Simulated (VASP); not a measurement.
# WC in VASP: relaxation of the atoms with LDA

Aim: the relaxation of the atoms of WC with LDA.

Program: VASP 6.6.1. These are calculated values, not measurements. Logs are shortened: lines on timing, memory, paths and dates and some standing lists are left out, and cuts for length are marked.

### 1 The cell of the first run

The cell holds a slab with vacuum, 10 atoms: a = 2.884 Å, b = 2.884 Å, c = 27.656 Å, α = 90.00°, β = 90.00°, γ = 120.00°.

### 2 Relaxation of the atoms, LDA

INCAR reads:

```
ALGO     = Normal         # electronic algorithm
DIPOL    = 0.5 0.5 0.500
EDIFF    = 1E-7           # SCF threshold, eV
EDIFFG   = -0.02          # ionic threshold
ENCUT    = 520            # plane-wave cutoff, eV
GGA      = CA             # functional
IBRION   = 2              # ionic algorithm
IDIPOL   = 3            
ISIF     = 2              # what is computed and relaxed
ISMEAR   = 0              # smearing method
KPAR     = 4            
LASPH    = True           # aspherical terms in the spheres
LCHARG   = False          # write CHGCAR
LDIPOL   = True         
LREAL    = False          # projectors in reciprocal space
LWAVE    = False          # write WAVECAR
NELM     = 100            # most SCF steps
NSW      = 80             # ionic steps
PREC     = Accurate       # precision mode
SIGMA    = 0.1            # smearing width, eV
```

KPOINTS reads:

```
k-points
0
Gamma
  12 12 1
```

POSCAR reads:

```
WC
1.0
    2.8835783792      0.0000000000      0.0000000000
   -1.4417891896      2.4972521302      0.0000000000
    0.0000000000      0.0000000000     27.6561642501
C W
5 5
Direct
    0.6666666667      0.3333333333      0.2711872815
    0.6666666667      0.3333333333      0.3728818231
    0.6666666667      0.3333333333      0.4745763646
    0.6666666667      0.3333333333      0.5762709062
    0.6666666667      0.3333333333      0.6779654477
    0.0000000000      0.0000000000      0.3220345523
    0.0000000000      0.0000000000      0.4237290938
    0.0000000000      0.0000000000      0.5254236354
    0.0000000000      0.0000000000      0.6271181769
    0.0000000000      0.0000000000      0.7288127185
```

Potentials or basis: VASP PAW LDA potentials, release 64 (C, W_sv).

Run with:

```sh
$ cat potpaw_LDA.64/C/POTCAR potpaw_LDA.64/W_sv/POTCAR > POTCAR
$ mpirun -np 4 vasp_std > vasp.out
```

OUTCAR:

```text
EDIFF = 1E-7
   EDIFFG = -0.02
   ENCUT = 520
   GGA = CA
   IBRION = 2
   ISIF = 2
   ISMEAR = 0
   LASPH = True
   LREAL = False
   NELM = 100
   NSW = 80
   PREC = Accurate

 ion  position               nearest neighbor table
   1  0.667  0.333  0.271-   6 2.18   6 2.18   6 2.18
   2  0.667  0.333  0.373-   7 2.18   7 2.18   7 2.18   6 2.18   6 2.18   6 2.18
   3  0.667  0.333  0.475-   7 2.18   8 2.18   7 2.18   8 2.18   7 2.18   8 2.18
   4  0.667  0.333  0.576-   9 2.18   9 2.18   9 2.18   8 2.18   8 2.18   8 2.18
   5  0.667  0.333  0.678-   9 2.18  10 2.18   9 2.18  10 2.18   9 2.18  10 2.18
   6  0.000  0.000  0.322-   2 2.18   1 2.18   2 2.18   1 2.18   2 2.18   1 2.18   7 2.81
   7  0.000  0.000  0.424-   2 2.18   2 2.18   2 2.18   3 2.18   3 2.18   3 2.18   6 2.81   8 2.81

   8  0.000  0.000  0.525-   4 2.18   3 2.18   4 2.18   3 2.18   4 2.18   3 2.18   9 2.81   7 2.81

   9  0.000  0.000  0.627-   4 2.18   4 2.18   4 2.18   5 2.18   5 2.18   5 2.18   8 2.81  10 2.81

  10  0.000  0.000  0.729-   5 2.18   5 2.18   5 2.18   9 2.81

  LATTYP: Found a hexagonal cell.
 ALAT       =     2.8835783792
 C/A-ratio  =     9.5909181625

  Lattice vectors:

 A1 = (   2.8835783792,   0.0000000000,   0.0000000000)
 A2 = (  -1.4417891896,   2.4972521302,   0.0000000000)
 A3 = (   0.0000000000,   0.0000000000,  27.6561642501)

Analysis of symmetry for initial positions (statically):
=====================================================================
 Subroutine PRICEL returns:
 Original cell was already a primitive cell.

 Routine SETGRP: Setting up the symmetry group for a
 hexagonal supercell.

 Subroutine GETGRP returns: Found  6 space group operations
 (whereof  6 operations were pure point group operations)
 out of a pool of 24 trial point group operations.

The static configuration has the point symmetry C_3v.

Analysis of symmetry for dynamics (positions and initial velocities):
=====================================================================
 Subroutine PRICEL returns:
 Original cell was already a primitive cell.

 Routine SETGRP: Setting up the symmetry group for a
 hexagonal supercell.

 Subroutine GETGRP returns: Found  6 space group operations
 (whereof  6 operations were pure point group operations)
 out of a pool of 24 trial point group operations.

The dynamic configuration has the point symmetry C_3v.

 Subroutine INISYM returns: Found  6 space group operations
 (whereof  6 operations are pure point group operations),
 and found     1 'primitive' translations

----------------------------------------------------------------------------------------

                                     Primitive cell

  volume of cell :     199.1527

  direct lattice vectors                    reciprocal lattice vectors
     2.883578379  0.000000000  0.000000000     0.346791336  0.200220071  0.000000000
    -1.441789190  2.497252130  0.000000000     0.000000000  0.400440143  0.000000000
     0.000000000  0.000000000 27.656164250     0.000000000  0.000000000  0.036158304

  length of vectors
     2.883578379  2.883578379 27.656164250     0.400440143  0.400440143  0.036158304

  position of ions in fractional coordinates (direct lattice)
     0.666666667  0.333333333  0.271187281
     0.666666667  0.333333333  0.372881823
     0.666666667  0.333333333  0.474576365
     0.666666667  0.333333333  0.576270906
     0.666666667  0.333333333  0.677965448
     0.000000000  0.000000000  0.322034552
     0.000000000  0.000000000  0.423729094
     0.000000000  0.000000000  0.525423635
     0.000000000  0.000000000  0.627118177
     0.000000000  0.000000000  0.728812719

  ion indices of the primitive-cell ions
   primitive index   ion index
                 1           1
                 2           2
                 3           3
                 4           4
[... 54 lines left out ...]
   k-points           NKPTS =     19   k-points in BZ     NKDIM =     19   number of bands    NBANDS=     54
   number of dos      NEDOS =    301   number of ions     NIONS =     10
   total plane-waves  NPLWV = 120960
   dimension x,y,z NGX =    24 NGY =   24 NGZ =  210
   dimension x,y,z NGXF=    48 NGYF=   48 NGZF=  420
   ions per type =               5   5
   NGX,Y,Z   is equivalent  to a cutoff of  13.84, 13.84, 12.62 a.u.
   NGXF,Y,Z  is equivalent  to a cutoff of  27.67, 27.67, 25.25 a.u.
 SYSTEM =  unknown system
   PREC   = accura    normal or accurate (medium, high low for compatibility)
   ISTART =      0    job   : 0-new  1-cont  2-samecut
   ICHARG =      2    charge: 1-file 2-atom 10-const
   ISPIN  =      1    spin polarized calculation?
   LNONCOLLINEAR =      F non collinear calculations
   LSORBIT =      F    spin-orbit coupling
   LASPH  =      T    aspherical Exc in radial PAW
   ENCUT  =  520.0 eV  38.22 Ry    6.18 a.u.   5.36  5.36 51.42*2*pi/ulx,y,z
   NELM   =    100;   NELMIN=  2; NELMDL= -5     # of ELM steps
   EDIFF  = 0.1E-06   stopping-criterion for ELM
   LREAL  =      F    real-space projection
   EDIFFG = -.2E-01   stopping-criterion for IOM
   NSW    =     80    number of steps for IOM
   IBRION =      2    ionic relax: 0-MD 1-quasi-New 2-CG
   NFREE  =      1    steps in history (QN), initial steepest desc. (CG)
   ISIF   =      2    stress and relaxation
   ISYM   =      2    0-nonsym 1-usesym 2-fastsym
   POTIM  = 0.5000    time-step for ionic-motion
   TEBEG  =    0.0;   TEEND  =   0.0 temperature during run
   PSTRESS=    0.0 pullay stress
   NELECT =      90.0000    total number of electrons
   NUPDOWN=      -1.0000    fix difference up-down
   EMIN   =  10.00;   EMAX   =-10.00  energy-range for DOS
   EFERMI =   0.00;   METHOD = LEGACY
   ISMEAR =     0;   SIGMA  =   0.10  broadening in eV -4-tet -1-fermi 0-gaus
   EFERMI_NEDOS =   21; number of points for ismear=-14 and -15
   IALGO  =     38    algorithm
   IMIX   =      4    mixing-type and parameters
     AMIX     =   0.40;   BMIX     =  1.00
     AMIX_MAG =   1.60;   BMIX_MAG =  1.00
  volume/ion in A,a.u.               =      19.92       134.39
  Fermi-wavevector in a.u.,A,eV,Ry     =   1.256301  2.374064 21.473962  1.578292
  Thomas-Fermi vector in A             =   2.390015
   LORBIT       =      0    0 simple, 1 ext, 2 COOP (PROOUT), +10 PAW based schemes
   GGA     = CA    functional components
   LHFCALC =     F    Hartree Fock is set to
   AEXX    =    0.0000 exact exchange contribution
   IVDW    =     0    specifies the selected vdW correction
   LEPSILON=     F    determine dielectric tensor
   LRPA    =     F    only Hartree local field effects (RPA)
 conjugate gradient relaxation of ions
 non-spin polarized calculation
 Gauss-broadening in eV      SIGMA  =   0.10
  energy-cutoff  :      520.00
  volume of cell :      199.15
 maximum number of plane-waves:      5467
 NGX is ok and might be reduce to    24
   NGX = 11   NGY = 11   NGZ =103

--------------------------------------- Ionic step        1  -------------------------------------------

 number of electron      89.9999994 magnetization

 Free energy of the ion-electron system (eV)
  ---------------------------------------------------
  ext. energy  EPLUGINS =         0.00000000
  ---------------------------------------------------
  free energy    TOTEN  =      -117.64320031 eV

  energy without entropy =     -117.62289821  energy(sigma->0) =     -117.63304926

------------------------ aborting loop because EDIFF is reached ----------------------------------------

  FORCE on cell =-STRESS in cart. coord.  units (eV):
  Direction    XX          YY          ZZ          XY          YZ          ZX
  --------------------------------------------------------------------------------------
  -------------------------------------------------------------------------------------
  Total       -2.1618272     -2.1618272     -5.5744235     -0.0000000      0.0000000      0.0000000
  in kB      -17.3918371    -17.3918371    -44.8460752     -0.0000000      0.0000000      0.0000000
  external PRESSURE =     -26.5432498 kB  Pullay stress =       0.0000000 kB
[... 69 lines left out ...]
  FREE ENERGIE OF THE ION-ELECTRON SYSTEM (eV)
  ---------------------------------------------------
  free  energy   TOTEN  =      -117.8901239209 eV

  energy  without entropy=     -117.8756394134  energy(sigma->0) =     -117.88288167

 dipolmoment           0.000000      0.000000      0.007529 electrons x Angstroem

--------------------------------------- Ionic step        3  -------------------------------------------

 number of electron      89.9999995 magnetization

------------------------ aborting loop because EDIFF is reached ----------------------------------------
[... 33 lines left out ...]
  FREE ENERGIE OF THE ION-ELECTRON SYSTEM (eV)
  ---------------------------------------------------
  free  energy   TOTEN  =      -118.5454595389 eV

  energy  without entropy=     -118.5299343432  energy(sigma->0) =     -118.53769694

[... ionic steps 4 to 16 ...]

--------------------------------------- Ionic step       17  -------------------------------------------

 number of electron      89.9999995 magnetization

------------------------ aborting loop because EDIFF is reached ----------------------------------------
[... 83 lines left out ...]
--------------------------------------- Ionic step       19  -------------------------------------------

 number of electron      89.9999995 magnetization

 dipolmoment           0.000000      0.000000     -0.050488 electrons x Angstroem

 Free energy of the ion-electron system (eV)
  ---------------------------------------------------
  ext. energy  EPLUGINS =         0.00000000
  ---------------------------------------------------
  free energy    TOTEN  =      -118.62583001 eV

  energy without entropy =     -118.61219383  energy(sigma->0) =     -118.61901192

 E-fermi :   3.0174     XC(G=0):  -7.9281

 val. band max:        3.0023055644   @ k =   0.0833   0.0000   0.0000
 cond. band min:       3.0340400606   @ k =   0.0833   0.0833   0.0000
 fundamental gap:      0.0317344962
 Fermi energy:         3.0173793376

 k-point     1 :       0.0000    0.0000    0.0000
  band No.  band energies     occupation
      1     -70.7256      2.00000
      2     -70.6223      2.00000
      3     -70.5156      2.00000
      4     -70.3956      2.00000
      5     -70.3583      2.00000
      6     -35.6668      2.00000
[... 1072 lines left out ...]
     53       6.7445      0.00000
     54       7.0816      0.00000

------------------------ aborting loop because EDIFF is reached ----------------------------------------

 vacuum level on the upper side and lower side of the slab       (xc-potential included)        -0.630         0.614

  FORCE on cell =-STRESS in cart. coord.  units (eV):
  Direction    XX          YY          ZZ          XY          YZ          ZX
  --------------------------------------------------------------------------------------
  -------------------------------------------------------------------------------------
  Total        1.6586045      1.6586045     -0.1284623      0.0000000      0.0000000     -0.0000000
  in kB       13.3434248     13.3434248     -1.0334751      0.0000000      0.0000000     -0.0000000
  external PRESSURE =       8.5511248 kB  Pullay stress =       0.0000000 kB
[... 25 lines left out ...]
  FREE ENERGIE OF THE ION-ELECTRON SYSTEM (eV)
  ---------------------------------------------------
  free  energy   TOTEN  =      -118.6258300094 eV

  energy  without entropy=     -118.6121938286  energy(sigma->0) =     -118.61901192

 reached required accuracy - stopping structural energy minimisation

 vacuum level on the upper side and lower side of the slab         8.133         9.402
```

Wall time 37 min (4 MPI ranks of AMD EPYC 7R43 (Zen 3), shared host); peak memory 0.34 GiB.

What came out:

- Free energy: -118.6258 eV
- Energy gained by relaxing: 98.3 meV/atom
- Ionic steps: 19
- Largest force after relaxing: 0.008 eV/Å
- Band gap on the k mesh: zero (bands 45 and 46 overlap by 0.86 eV)

Forces in eV/Å, atoms in the order of the input:
```
C    0.000  0.000 -0.007
C    0.000  0.000  0.005
C    0.000  0.000 -0.002
C    0.000  0.000  0.007
C    0.000  0.000  0.004
W    0.000  0.000  0.007
W    0.000  0.000  0.000
W    0.000  0.000  0.001
W    0.000  0.000 -0.006
W    0.000  0.000 -0.008
```

Step by step:
```csv
step,energy change (eV),largest force (eV/Å),pressure (GPa)
1,0.0000,5.7393,-2.65
2,-0.2469,6.7979,3.08
3,-0.9023,1.0124,-0.59
4,-0.9024,1.0025,-0.66
5,-0.9583,0.4505,0.04
6,-0.9583,0.4486,0.05
7,-0.9731,0.3532,0.17
8,-0.9741,0.2963,0.13
9,-0.9787,0.1600,0.28
10,-0.9787,0.1521,0.27
11,-0.9804,0.0878,0.34
12,-0.9805,0.1044,0.35
13,-0.9813,0.0924,0.48
14,-0.9813,0.0981,0.49
15,-0.9819,0.0691,0.60
16,-0.9821,0.0972,0.67
17,-0.9825,0.0399,0.78
18,-0.9825,0.0487,0.82
19,-0.9826,0.0082,0.86
```

Final structure:
```
C W
1.0
     2.88358    0.00000    0.00000
    -1.44179    2.49725    0.00000
     0.00000    0.00000   27.65616
C W
5 5
Direct
  0.66667 0.33333 0.27910
  0.66667 0.33333 0.37277
  0.66667 0.33333 0.47399
  0.66667 0.33333 0.57613
  0.66667 0.33333 0.67861
  0.00000 0.00000 0.31859
  0.00000 0.00000 0.42235
  0.00000 0.00000 0.52445
  0.00000 0.00000 0.62670
  0.00000 0.00000 0.72730
```

Caveat: spin-orbit coupling is left out, which moves the levels of the heavy elements.
